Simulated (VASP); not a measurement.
Mo2Ru3: single point with PBE

Mo2Ru3:

```
Mo Ru
1.0
     2.75846    0.00000    0.00000
    -1.37923    2.38890    0.00000
     0.00000    0.00000   22.20448
Mo Ru
4 6
Direct
  0.33333 0.66667 0.94379
  0.33333 0.66667 0.35078
  0.66667 0.33333 0.05621
  0.66667 0.33333 0.64922
  0.33333 0.66667 0.74700
  0.33333 0.66667 0.15251
  0.33333 0.66667 0.54817
  0.66667 0.33333 0.84749
  0.66667 0.33333 0.25300
  0.66667 0.33333 0.45183
```

```
Program                : VASP 6.6.1
Task                   : single point
Functional             : PBE
Potentials or basis    : VASP PAW PBE potentials, release 64 (Mo_sv, Ru_pv)
Cutoff                 : 520 eV
k mesh                 : 6 × 6 × 1
Occupations            : gaussian, width 0.1 eV
Spin                   : no spin polarisation
Dipole correction      : no
Further INCAR settings : ALGO = Fast; EDIFF = 1e-07; NBANDS = 81
```

- Pressure: 0.3 GPa
- Largest force: 0.050 eV/Å
- Band gap on the k mesh: zero (band 70 reaches 13.69 eV, above the bottom of band 71 at 11.27 eV)

Forces on the atoms (eV/Å):
```
Mo   0.000  0.000  0.030
Mo   0.000  0.000  0.033
Mo   0.000  0.000 -0.030
Mo   0.000  0.000 -0.033
Ru   0.000  0.000  0.041
Ru   0.000  0.000  0.050
Ru   0.000  0.000  0.009
Ru   0.000  0.000 -0.050
Ru   0.000  0.000 -0.041
Ru   0.000  0.000 -0.009
```

Stress tensor (GPa, compression positive):
```
0.24 0.00 0.00
0.00 0.24 0.00
0.00 0.00 0.46
```

Levels at points of the mesh, in eV from the Fermi level:
```csv
k point,band 65,band 66,band 67,band 68,band 69,band 70,band 71,band 72,band 73,band 74
"(0.00, 0.00, 0.00)",-1.14,-0.99,-0.99,-0.99,-0.99,-0.91,-0.91,-0.50,-0.50,-0.03
"(0.50, 0.00, 0.00)",0.34,0.40,0.86,0.92,1.20,1.51,1.52,1.67,1.74,1.74
```

Wall time 3.9 min on 1 thread of Intel(R) Xeon(R) Platinum 8488C (Sapphire Rapids), with other jobs on the host, peak memory 0.33 GiB.

Caveat: the k points lie up to 0.44 Å⁻¹ apart.
